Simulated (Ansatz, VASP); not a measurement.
**GaN in VASP and in Ansatz**

File POSCAR:

```
GaN
1.0
    2.6955547957      0.0000000000      0.0000000000
    0.0000000000      2.6955547957      0.0000000000
    0.0000000000      0.0000000000      2.6955547957
Ga N
1 1
Direct
    0.0000000000      0.0000000000      0.0000000000
    0.5000000000      0.5000000000      0.5000000000
```

File INCAR.step1:

```
  PREC = Accurate
  ENCUT = 520
  ISMEAR = 1
  SIGMA = 0.2
  LREAL = False
  LASPH = True
  NELM = 80
  NBANDS = 16
  GGA = PE
  ALGO = Normal
  EDIFF = 1E-4
  LWAVE = True
  LCHARG = False
```

INCAR.step2

```
  PREC = Accurate
  ENCUT = 520
  EDIFF = 1E-6
  ISMEAR = 1
  SIGMA = 0.2
  LREAL = False
  LASPH = True
  NELM = 80
  ALGO = Normal
  ISIF = 2
  LWAVE = False
  LCHARG = True
  METAGGA = R2SCAN
  LMIXTAU = True
  LELF = True
  LVHAR = True
  NBANDS = 16
  ISTART = 1
```

KPOINTS

```
regular mesh
0
Gamma
  6 6 6
```

Input for Ansatz:

```yaml
crystal:
  lattice:
    - [2.6955547957, 0.0, 0.0]
    - [0.0, 2.6955547957, 0.0]
    - [0.0, 0.0, 2.6955547957]
  atoms:
    - { symbol: Ga, position: [0.0, 0.0, 0.0] }
    - { symbol: "N", position: [0.5, 0.5, 0.5] }
kpoints:
  mp_grid: { grid: [6, 6, 6] }
hamiltonian:
  xc: r2scan
scf:
  occupations: { method: cold, width: 0.2 }
  n_extra_bands: 4
output:
  forces: true
  stress: true
  eigenvalues: true
```

Alike in both runs: task single point; functional r2SCAN; k mesh 6 × 6 × 6; no spin polarisation.

|  | VASP | Ansatz |
| --- | --- | --- |
| version | VASP 6.6.1 | Ansatz 0.2.0 |
| potentials or method | VASP PAW PBE potentials, release 64 (Ga_d, N) | plane waves |
| plane-wave cutoff (eV) | 520 | 500 |
| occupations | methfessel-paxton of order 1, width 0.2 eV | cold, width 0.2 eV |
| valence electrons in the cell | 18 | 18 |

|  | VASP | Ansatz | Ansatz less VASP |
| --- | --- | --- | --- |
| pressure (GPa) | 0.9 | 0.5 | -0.36 |

VASP's potentials were made for PBE, not for r2SCAN.

The k mesh is coarse, so the values compare programs but aren't converged.
